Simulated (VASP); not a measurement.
SnTe:

```
Te Sn
1.0
     0.00000    3.15085    3.15085
     3.15085    0.00000    3.15085
     3.15085    3.15085    0.00000
Te Sn
1 1
Direct
  0.50000 0.50000 0.50000
  0.00000 0.00000 0.00000
```

* Program: VASP 6.6.1
* Task: relaxation of cell and atoms
* Functional: RPBE
* Dispersion: D3(BJ)
* Potentials or basis: VASP PAW PBE potentials, release 64 (Te, Sn_d)
* Cutoff: 600 eV
* k mesh: 7 × 7 × 7
* Occupations: fermi-dirac, width 0.05 eV
* Spin: no spin polarisation

At the start: pressure -10.4 GPa; volume 31.28 Å³/atom.

Question: How do energy, volume and symmetry change on relaxing?

Answer: Over 16 steps the energy falls by 237.6 meV/atom and the volume is 25.34 Å³/atom (-19.0 %); space group Fm-3m (No. 225, to 0.1 Å) before and after.

Step by step:
```
step  energy change (eV)  largest force (eV/Å)  pressure (GPa)  volume (Å³)
   1              0.0000                0.0000          -10.41        62.56
   2             -0.3622                0.0000            8.68        45.91
   3             -0.4751                0.0000            0.25        50.47
   4             -0.4752                0.0000           -0.10        50.70
   5             -0.4752                0.0000           -0.11        50.70
   6             -0.4752                0.0000           -0.12        50.69
   7             -0.4752                0.0000           -0.10        50.69
   8             -0.4752                0.0000           -0.10        50.69
   9             -0.4752                0.0000           -0.10        50.69
  10             -0.4752                0.0000           -0.10        50.69
  11             -0.4752                0.0000           -0.10        50.69
  12             -0.4752                0.0000           -0.10        50.69
  13             -0.4752                0.0000           -0.10        50.69
  14             -0.4752                0.0000           -0.11        50.69
  15             -0.4752                0.0000           -0.12        50.69
  16             -0.4752                0.0000           -0.06        50.68
```

Final structure:
```xyz
2
Lattice="0.0000 2.9372 2.9372 2.9372 0.0000 2.9372 2.9372 2.9372 0.0000" Properties=species:S:1:pos:R:3 pbc="T T T"
Te    2.9372    2.9372    2.9372
Sn    0.0000    0.0000    0.0000
```

Caveat: the volume moved by over 15 % at a fixed basis, so the end points are rough; the PAW data sets were made with another functional, which shifts forces and pressure a little.
